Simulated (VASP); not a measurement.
Wanted: the native input for a VASP 6.6.1 run.

```yaml
Task: single point
Functional: PBEsol
Potentials_or_basis: VASP PAW PBE potentials, release 64 (Be, Te)
Cutoff: 600 eV
k_mesh: 8 × 8 × 8
Occupations: methfessel-paxton, width 0.001 eV
Spin: no spin polarisation
Dipole_correction: no
Further_INCAR_settings: ALGO = Normal; EDIFF = 1e-06; NBANDS = 11
```

The structure of BeTe lies in POSCAR:

```
BeTe
1.0
    0.0000000000      2.8027859738      2.8027859738
    2.8027859738      0.0000000000      2.8027859738
    2.8027859738      2.8027859738      0.0000000000
Be Te
1 1
Direct
    0.0000000000      0.0000000000      0.0000000000
    0.7500000000      0.7500000000      0.7500000000
```

These files were run (other wordings do the same):

INCAR

```
SYSTEM = BeTe
  PREC = Accurate
  ENCUT = 600
  EDIFF = 1E-6
  ISMEAR = 1
  SIGMA = 0.001
  LREAL = .FALSE.
  LASPH = .TRUE.
  NELM = 120
  ALGO = Normal
  ISIF = 2
  LWAVE = .FALSE.
  LCHARG = .FALSE.
  GGA = PS
  NBANDS = 11
  GGA_COMPAT = .FALSE.
```

KPOINTS

```
Automatic mesh
0
G
  8 8 8
  0 0 0
```

Potentials or basis: VASP PAW PBE potentials, release 64 (Be, Te).

Run with:

```bash
$ cat potpaw_PBE.64/Be/POTCAR potpaw_PBE.64/Te/POTCAR > POTCAR
$ mpirun -np 1 vasp_std > vasp.out
```

It gave:

| Quantity | Value |
| --- | --- |
| Pressure | 0.2 GPa |
| Band gap on the k mesh | 1.82 eV (least direct gap 3.59 eV) |

Caveat: the PAW data sets were made with another functional, which shifts forces and pressure a little; spin-orbit coupling is left out, which moves the levels of the heavy elements.

It took 14 s on 1 thread of Intel Xeon 8259CL, with other jobs on the host, peak memory 0.18 GiB.
